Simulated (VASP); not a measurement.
# Ti (Cmcm) in VASP: further runs

The runs below take Ti through single point, with PBEsol.

Program: VASP 6.6.1. These are calculated values, not measurements. Logs are shortened: lines on timing, memory, paths and dates and some standing lists are left out, and cuts for length are marked.

## (1) The cell of the first run

The structure is orthorhombic, space group Cmcm (No. 63). Conventional cell: a = 2.900 Å, b = 5.099 Å, c = 4.591 Å, α = 90.00°, β = 90.00°, γ = 90.00°. Ti (site symmetry m2m) has 12 Ti at 2.85 to 2.93 Å within 3.7 Å.

## (2) Single point, PBEsol (strain +0.0150 x Voigt [0, 1, 0, 0, 0, 0])

Input file INCAR:

```
SYSTEM = Ti
PREC = Accurate
ENCUT = 520
EDIFF = 1E-6
ISMEAR = 0
SIGMA = 0.15
LREAL = .FALSE.
LASPH = .TRUE.
NELM = 100
ALGO = Fast
ISIF = 2
LWAVE = .FALSE.
LCHARG = .FALSE.
GGA = PS
NBANDS = 19
```

Input file KPOINTS:

```
regular mesh
0
G
  24 24 14
  0 0 0
```

Input file POSCAR:

```
Ti
1.0
    2.9004352004      0.0000000000      0.0000000000
   -1.4502176002      2.5495283241      0.0000000000
    0.0000000000      0.0000000000      4.5909904469
Ti
2
Direct
    0.3333333333      0.6666666667      0.2500000000
    0.6666666667      0.3333333333      0.7500000000
```

Potentials or basis: VASP PAW PBE potentials, release 64 (Ti_sv).

Command:

```console
cat potpaw_PBE.64/Ti_sv/POTCAR > POTCAR
mpirun -np 1 vasp_std > vasp.out
```

OUTCAR:

```text
SYSTEM = Ti
   PREC = Accurate
   ENCUT = 520
   EDIFF = 1E-6
   ISMEAR = 0
   LREAL = .FALSE.
   LASPH = .TRUE.
   NELM = 100
   ISIF = 2
   GGA = PS

 ion  position               nearest neighbor table
   1  0.333  0.667  0.250-   2 2.85   2 2.85   2 2.85   2 2.85   2 2.86   2 2.86
   2  0.667  0.333  0.750-   1 2.85   1 2.85   1 2.85   1 2.85   1 2.86   1 2.86

  LATTYP: Found a base centered orthorhombic cell.
 ALAT       =     2.9004352004
 B/A-ratio  =     1.7580315697
 C/A-ratio  =     1.5828626153

  Lattice vectors:

 A1 = (   1.4502176002,  -2.5495283241,   0.0000000000)
 A2 = (   1.4502176002,   2.5495283241,   0.0000000000)
 A3 = (   0.0000000000,   0.0000000000,   4.5909904469)

Analysis of symmetry for initial positions (statically):
=====================================================================
 Subroutine PRICEL returns:
 Original cell was already a primitive cell.

 Routine SETGRP: Setting up the symmetry group for a
 base centered orthorhombic supercell.

 Subroutine GETGRP returns: Found  8 space group operations
 (whereof  4 operations were pure point group operations)
 out of a pool of  8 trial point group operations.

The static configuration has the point symmetry C_2h.
 The point group associated with its full space group is D_2h.

Analysis of symmetry for dynamics (positions and initial velocities):
=====================================================================
 Subroutine PRICEL returns:
 Original cell was already a primitive cell.

 Routine SETGRP: Setting up the symmetry group for a
 base centered orthorhombic supercell.

 Subroutine GETGRP returns: Found  8 space group operations
 (whereof  4 operations were pure point group operations)
 out of a pool of  8 trial point group operations.

The dynamic configuration has the point symmetry C_2h.
 The point group associated with its full space group is D_2h.

 Subroutine INISYM returns: Found  8 space group operations
 (whereof  4 operations are pure point group operations),
 and found     1 'primitive' translations

----------------------------------------------------------------------------------------

                                     Primitive cell

  volume of cell :      33.9492

  direct lattice vectors                    reciprocal lattice vectors
     2.900435200  0.000000000  0.000000000     0.344775846  0.196114707  0.000000000
    -1.450217600  2.549528324  0.000000000     0.000000000  0.392229414  0.000000000
     0.000000000  0.000000000  4.590990447     0.000000000  0.000000000  0.217817922

  length of vectors
     2.900435200  2.933125596  4.590990447     0.396650176  0.392229414  0.217817922

  position of ions in fractional coordinates (direct lattice)
     0.333333333  0.666666667  0.250000000
     0.666666667  0.333333333  0.750000000

  ion indices of the primitive-cell ions
   primitive index   ion index
                 1           1
                 2           2

----------------------------------------------------------------------------------------

 KPOINTS: regular mesh

Automatic generation of k-mesh.
 Grid dimensions read from file:
 generate k-points for:   24   24   14

 Generating k-lattice:

  Cartesian coordinates                     Fractional coordinates (reciprocal lattice)
     0.014365660  0.008171446  0.000000000     0.041666667  0.000000000  0.000000000
     0.000000000  0.016342892  0.000000000     0.000000000  0.041666667  0.000000000
     0.000000000  0.000000000  0.015558423     0.000000000  0.000000000  0.071428571

  Length of vectors
     0.016527091  0.016342892  0.015558423

  Shift w.r.t. Gamma in fractional coordinates (k-lattice)
     0.000000000  0.000000000  0.000000000

 Subroutine IBZKPT returns following result:
 ===========================================

 Found   1256 irreducible k-points:

 Following reciprocal coordinates:
            Coordinates               Weight
  0.000000  0.000000  0.000000      1.000000
  0.041667 -0.000000  0.000000      4.000000
  0.083333  0.000000  0.000000      4.000000
  0.125000  0.000000  0.000000      4.000000
  0.166667  0.000000  0.000000      4.000000
  0.208333  0.000000  0.000000      4.000000
[... 16 lines left out ...]
  0.375000  0.041667  0.000000      4.000000
  0.416667  0.041667  0.000000      4.000000
 [... further k-points ...]
   k-points           NKPTS =   1256   k-points in BZ     NKDIM =   1256   number of bands    NBANDS=     19
   number of dos      NEDOS =    301   number of ions     NIONS =      2
   total plane-waves  NPLWV =  20736
   dimension x,y,z NGX =    24 NGY =   24 NGZ =   36
   dimension x,y,z NGXF=    48 NGYF=   48 NGZF=   72
   ions per type =               2
   NGX,Y,Z   is equivalent  to a cutoff of  13.76, 13.60, 13.04 a.u.
   NGXF,Y,Z  is equivalent  to a cutoff of  27.51, 27.21, 26.07 a.u.
 SYSTEM =  Ti
   PREC   = accura    normal or accurate (medium, high low for compatibility)
   ISTART =      0    job   : 0-new  1-cont  2-samecut
   ICHARG =      2    charge: 1-file 2-atom 10-const
   ISPIN  =      1    spin polarized calculation?
   LNONCOLLINEAR =      F non collinear calculations
   LSORBIT =      F    spin-orbit coupling
   LASPH  =      T    aspherical Exc in radial PAW
   ENCUT  =  520.0 eV  38.22 Ry    6.18 a.u.   5.39  5.45  8.54*2*pi/ulx,y,z
   NELM   =    100;   NELMIN=  2; NELMDL= -5     # of ELM steps
   EDIFF  = 0.1E-05   stopping-criterion for ELM
   LREAL  =      F    real-space projection
[... 7 lines left out ...]
   TEBEG  =    0.0;   TEEND  =   0.0 temperature during run
   PSTRESS=    0.0 pullay stress
   NELECT =      24.0000    total number of electrons
   NUPDOWN=      -1.0000    fix difference up-down
   EMIN   =  10.00;   EMAX   =-10.00  energy-range for DOS
   EFERMI =   0.00;   METHOD = LEGACY
   ISMEAR =     0;   SIGMA  =   0.15  broadening in eV -4-tet -1-fermi 0-gaus
   EFERMI_NEDOS =   21; number of points for ismear=-14 and -15
   IALGO  =     68    algorithm
   IMIX   =      4    mixing-type and parameters
     AMIX     =   0.40;   BMIX     =  1.00
     AMIX_MAG =   1.60;   BMIX_MAG =  1.00
  volume/ion in A,a.u.               =      16.97       114.55
  Fermi-wavevector in a.u.,A,eV,Ry     =   1.458374  2.755926 28.937597  2.126853
  Thomas-Fermi vector in A             =   2.575066
   LORBIT       =      0    0 simple, 1 ext, 2 COOP (PROOUT), +10 PAW based schemes
   GGA     = PS    functional components
   LHFCALC =     F    Hartree Fock is set to
   AEXX    =    0.0000 exact exchange contribution
   IVDW    =     0    specifies the selected vdW correction
   LEPSILON=     F    determine dielectric tensor
   LRPA    =     F    only Hartree local field effects (RPA)
 non-spin polarized calculation
 RMM-DIIS sequential band-by-band and
 Gauss-broadening in eV      SIGMA  =   0.15
  energy-cutoff  :      520.00
  volume of cell :       33.95
 maximum number of plane-waves:       937
 NGX is ok and might be reduce to    24
   NGX = 11   NGY = 11   NGZ = 17

 number of electron      23.9999999 magnetization

 Free energy of the ion-electron system (eV)
  ---------------------------------------------------
  ext. energy  EPLUGINS =         0.00000000
  ---------------------------------------------------
  free energy    TOTEN  =       -16.68491692 eV

  energy without entropy =      -16.66161545  energy(sigma->0) =      -16.67326619

 E-fermi :   8.4527     XC(G=0): -11.7451

 val. band max:        8.4513381872   @ k =   0.3333   0.3333   0.2857
 cond. band min:       8.4528634040   @ k =   0.0417   0.0417   0.5000
 fundamental gap:      0.0015252168
 Fermi energy:         8.4526560526

 k-point     1 :       0.0000    0.0000    0.0000
  band No.  band energies     occupation
      1     -48.1392      2.00000
      2     -47.9814      2.00000
      3     -24.8652      2.00000
      4     -24.1732      2.00000
      5     -24.1586      2.00000
      6     -24.0789      2.00000
[... 11 lines left out ...]
     18      10.0939      0.00000
     19      11.6767      0.00000

 k-point     2 :       0.0417   -0.0000    0.0000
  band No.  band energies     occupation
      1     -48.1372      2.00000
      2     -47.9807      2.00000
      3     -24.8610      2.00000
      4     -24.1776      2.00000
      5     -24.1657      2.00000
      6     -24.0807      2.00000
[... 11 lines left out ...]
     18      10.0577      0.00000
     19      11.7027      0.00000

 k-point     3 :       0.0833    0.0000    0.0000
  band No.  band energies     occupation
      1     -48.1315      2.00000
      2     -47.9786      2.00000
      3     -24.8483      2.00000
      4     -24.1974      2.00000
      5     -24.1797      2.00000
      6     -24.0862      2.00000
[... 11 lines left out ...]
     18       9.9758      0.00000
     19      11.7492      0.00000

 k-point     4 :       0.1250    0.0000    0.0000
  band No.  band energies     occupation
      1     -48.1223      2.00000
      2     -47.9753      2.00000
      3     -24.8278      2.00000
      4     -24.2363      2.00000
      5     -24.1944      2.00000
      6     -24.1245      2.00000
[... 11 lines left out ...]
     18      10.0096      0.00000
     19      11.8122      0.00000

 k-point     5 :       0.1667    0.0000    0.0000
  band No.  band energies     occupation
      1     -48.1101      2.00000
      2     -47.9711      2.00000
      3     -24.8001      2.00000
      4     -24.2887      2.00000
      5     -24.2119      2.00000
      6     -24.1772      2.00000
[... 11 lines left out ...]
     18      10.2120      0.00000
     19      11.8806      0.00000
[... 334 lines left out ...]
      2     -47.9572      2.00000
      3     -24.6620      2.00000
      4     -24.5125      2.00000
      5     -24.3932      2.00000
      6     -24.2833      2.00000
[... 11 lines left out ...]
     18      11.3024      0.00000
     19      12.0614      0.00000

 k-point    22 :       0.3333    0.0417    0.0000
  band No.  band energies     occupation
      1     -48.0377      2.00000
      2     -47.9553      2.00000
      3     -24.6186      2.00000
      4     -24.5707      2.00000
      5     -24.4436      2.00000
      6     -24.3023      2.00000
[... 11 lines left out ...]
     18      11.6374      0.00000
     19      12.0923      0.00000

 k-point    23 :       0.3750    0.0417    0.0000
  band No.  band energies     occupation
      1     -48.0235      2.00000
      2     -47.9547      2.00000
      3     -24.6185      2.00000
      4     -24.5778      2.00000
      5     -24.4849      2.00000
      6     -24.3170      2.00000
[... 11 lines left out ...]
     18      12.0048      0.00000
     19      12.1144      0.00000

 k-point    24 :       0.4167    0.0417    0.0000
  band No.  band energies     occupation
      1     -48.0124      2.00000
      2     -47.9553      2.00000
      3     -24.6525      2.00000
      4     -24.5440      2.00000
      5     -24.5145      2.00000
      6     -24.3270      2.00000
[... 11 lines left out ...]
     18      12.1286      0.00000
     19      12.4432      0.00000

 [... further k-points ...]

------------------------ aborting loop because EDIFF is reached ----------------------------------------

  FORCE on cell =-STRESS in cart. coord.  units (eV):
  Direction    XX          YY          ZZ          XY          YZ          ZX
  --------------------------------------------------------------------------------------
  -------------------------------------------------------------------------------------
  Total       -0.2906875     -0.6905863     -0.3413022      0.0000000      0.0000000      0.0000000
  in kB      -13.7185295    -32.5911079    -16.1072096      0.0000000      0.0000000      0.0000000
  external PRESSURE =     -20.8056156 kB  Pullay stress =       0.0000000 kB

 VOLUME and BASIS-vectors are now :
 -----------------------------------------------------------------------------
  energy-cutoff  :      520.00
  volume of cell :       33.95
      direct lattice vectors                 reciprocal lattice vectors
     2.900435200  0.000000000  0.000000000     0.344775846  0.196114707  0.000000000
    -1.450217600  2.549528324  0.000000000     0.000000000  0.392229414  0.000000000
     0.000000000  0.000000000  4.590990447     0.000000000  0.000000000  0.217817922

 POSITION                                       TOTAL-FORCE (eV/Angst)
 -----------------------------------------------------------------------------------
     -0.00000      1.69969      1.14775        -0.000000      0.040367      0.000000
      1.45022      0.84984      3.44324         0.000000     -0.040367     -0.000000
 -----------------------------------------------------------------------------------
    total drift:                               -0.000000      0.000000     -0.000000

  FREE ENERGIE OF THE ION-ELECTRON SYSTEM (eV)
  ---------------------------------------------------
  free  energy   TOTEN  =       -16.6849169205 eV

  energy  without entropy=      -16.6616154500  energy(sigma->0) =      -16.67326619
```

Wall time 51 min (1 thread of Oxide Virtual Turin-like, shared host); peak memory 0.67 GiB.

What came out:

- Free energy: -16.6849 eV
- Pressure: -2.1 GPa
- Largest force: 0.040 eV/Å
- Band gap on the k mesh: zero (bands 12 and 13 overlap by 1.24 eV)

Forces on the atoms (eV/Å):
```
Ti   0.000  0.040  0.000
Ti   0.000 -0.040  0.000
```

Stress tensor (GPa, compression positive):
```
-1.37  0.00  0.00
 0.00 -3.26  0.00
 0.00  0.00 -1.61
```

Levels at points of the mesh, in eV from the Fermi level:
```csv
k point,band 9,band 10,band 11,band 12,band 13,band 14,band 15,band 16
"(0.00, 0.00, 0.00)",-6.26,-2.75,0.68,0.87,0.92,0.96,1.23,1.39
"(0.50, 0.00, 0.00)",-2.38,-2.24,-1.90,-0.59,0.39,0.69,1.28,3.43
"(0.00, 0.50, 0.00)",-2.40,-2.23,-1.90,-0.69,0.51,0.66,1.18,3.41
"(0.00, 0.00, 0.50)",-4.35,-4.35,0.12,0.12,0.58,0.58,0.75,0.75
"(0.50, 0.00, 0.50)",-2.61,-2.61,-0.82,-0.82,1.42,1.42,1.72,1.72
"(0.00, 0.50, 0.50)",-2.62,-2.62,-0.83,-0.83,1.32,1.32,1.80,1.80
```

Caveat: the cell differs from its parent crystal (strain +0.0150 x Voigt [0, 1, 0, 0, 0, 0]); the PAW data sets were made with another functional, which shifts forces and pressure a little.

## (3) Single point, PBEsol (strain +0.0300 x Voigt [0, 1, 0, 0, 0, 0])

Input file INCAR:

```
SYSTEM = Ti
ALGO = Fast ; EDIFF = 1E-6
ENCUT = 520 ; GGA = PS
ISIF = 2 ; ISMEAR = 0
LASPH = .True. ; LCHARG = .False.
LREAL = .False. ; LWAVE = .False.
NBANDS = 19 ; NELM = 100
PREC = Accurate ; SIGMA = 0.15
```

Input file KPOINTS:

```
k-points
0
Gamma
  24 24 14
  0 0 0
```

Input file POSCAR:

```
Ti
1.0
    2.9004352004      0.0000000000      0.0000000000
   -1.4502176002      2.5872060826      0.0000000000
    0.0000000000      0.0000000000      4.5909904469
Ti
2
Direct
    0.3333333333      0.6666666667      0.2500000000
    0.6666666667      0.3333333333      0.7500000000
```

Potentials or basis: VASP PAW PBE potentials, release 64 (Ti_sv).

Command:

```console
cat potpaw_PBE.64/Ti_sv/POTCAR > POTCAR
mpirun -np 1 vasp_std > vasp.out
```

OUTCAR:

```text
SYSTEM = Ti
   EDIFF = 1E-6
   ENCUT = 520
   GGA = PS
   ISIF = 2
   ISMEAR = 0
   LASPH = .True.
   LREAL = .False.
   NELM = 100
   PREC = Accurate

 ion  position               nearest neighbor table
   1  0.333  0.667  0.250-   2 2.85   2 2.85   2 2.85   2 2.85   2 2.87   2 2.87
   2  0.667  0.333  0.750-   1 2.85   1 2.85   1 2.85   1 2.85   1 2.87   1 2.87

  LATTYP: Found a base centered orthorhombic cell.
 ALAT       =     2.9004352004
 B/A-ratio  =     1.7840123318
 C/A-ratio  =     1.5828626153

[... 722 lines left out ...]

  FORCE on cell =-STRESS in cart. coord.  units (eV):
  Direction    XX          YY          ZZ          XY          YZ          ZX
  --------------------------------------------------------------------------------------
  -------------------------------------------------------------------------------------
  Total       -0.4690369     -1.2405817     -0.5660945      0.0000000      0.0000000      0.0000000
  in kB      -21.8130789    -57.6946294    -26.3268534      0.0000000      0.0000000      0.0000000
  external PRESSURE =     -35.2781872 kB  Pullay stress =       0.0000000 kB

 VOLUME and BASIS-vectors are now :
 -----------------------------------------------------------------------------
  energy-cutoff  :      520.00
  volume of cell :       34.45
      direct lattice vectors                 reciprocal lattice vectors
     2.900435200  0.000000000  0.000000000     0.344775846  0.193258667  0.000000000
    -1.450217600  2.587206083  0.000000000     0.000000000  0.386517335  0.000000000
     0.000000000  0.000000000  4.590990447     0.000000000  0.000000000  0.217817922

 POSITION                                       TOTAL-FORCE (eV/Angst)
 -----------------------------------------------------------------------------------
     -0.00000      1.72480      1.14775        -0.000000      0.078781      0.000000
      1.45022      0.86240      3.44324         0.000000     -0.078781      0.000000
 -----------------------------------------------------------------------------------
    total drift:                               -0.000000      0.000000     -0.000000

  FREE ENERGIE OF THE ION-ELECTRON SYSTEM (eV)
  ---------------------------------------------------
  free  energy   TOTEN  =       -16.6711389926 eV

  energy  without entropy=      -16.6471650996  energy(sigma->0) =      -16.65915205
```

stdout:

```text
POSCAR found type information on POSCAR Ti
 POSCAR found :  1 types and       2 ions
 scaLAPACK will be used
 -----------------------------------------------------------------------------
|                                                                             |
|                                                                             |
|     You enforced a specific xc type in the INCAR file but a different       |
[... 89 lines left out ...]
WARNING in EDDRMM: call to ZHEGV failed, returncode =   6  3     10
WARNING in EDDRMM: call to ZHEGV failed, returncode =   6  3     12
WARNING in EDDRMM: call to ZHEGV failed, returncode =   6  3      3
WARNING in EDDRMM: call to ZHEGV failed, returncode =   6  3     10
WARNING in EDDRMM: call to ZHEGV failed, returncode =   6  3      9
WARNING in EDDRMM: call to ZHEGV failed, returncode =   6  3     16
WARNING in EDDRMM: call to ZHEGV failed, returncode =   6  3     19
```

It took 47 min on 1 thread of Oxide Virtual Turin-like, shared host; peak memory 0.67 GiB.

Results:

- Free energy: -16.6711 eV
- Pressure: -3.5 GPa
- Largest force: 0.079 eV/Å
- Band gap on the k mesh: zero (bands 12 and 13 overlap by 1.32 eV)

Forces on the atoms (eV/Å):
```
Ti   0.000  0.079  0.000
Ti   0.000 -0.079  0.000
```

Levels at points of the mesh, in eV from the Fermi level:
| k point | band 9 | band 10 | band 11 | band 12 | band 13 | band 14 | band 15 | band 16 |
| --- | --- | --- | --- | --- | --- | --- | --- | --- |
| (0.00, 0.00, 0.00) | -6.23 | -2.70 | 0.58 | 0.95 | 0.95 | 0.99 | 1.14 | 1.45 |
| (0.50, 0.00, 0.00) | -2.36 | -2.20 | -1.85 | -0.60 | 0.31 | 0.73 | 1.32 | 3.35 |
| (0.00, 0.50, 0.00) | -2.41 | -2.18 | -1.85 | -0.79 | 0.55 | 0.65 | 1.14 | 3.30 |
| (0.00, 0.00, 0.50) | -4.32 | -4.32 | 0.15 | 0.15 | 0.48 | 0.48 | 0.80 | 0.80 |
| (0.50, 0.00, 0.50) | -2.56 | -2.56 | -0.78 | -0.78 | 1.41 | 1.41 | 1.65 | 1.65 |
| (0.00, 0.50, 0.50) | -2.59 | -2.59 | -0.81 | -0.81 | 1.22 | 1.22 | 1.81 | 1.81 |

Caveat: the cell differs from its parent crystal (strain +0.0300 x Voigt [0, 1, 0, 0, 0, 0]); the cell stands under tension; the PAW data sets were made with another functional, which shifts forces and pressure a little.
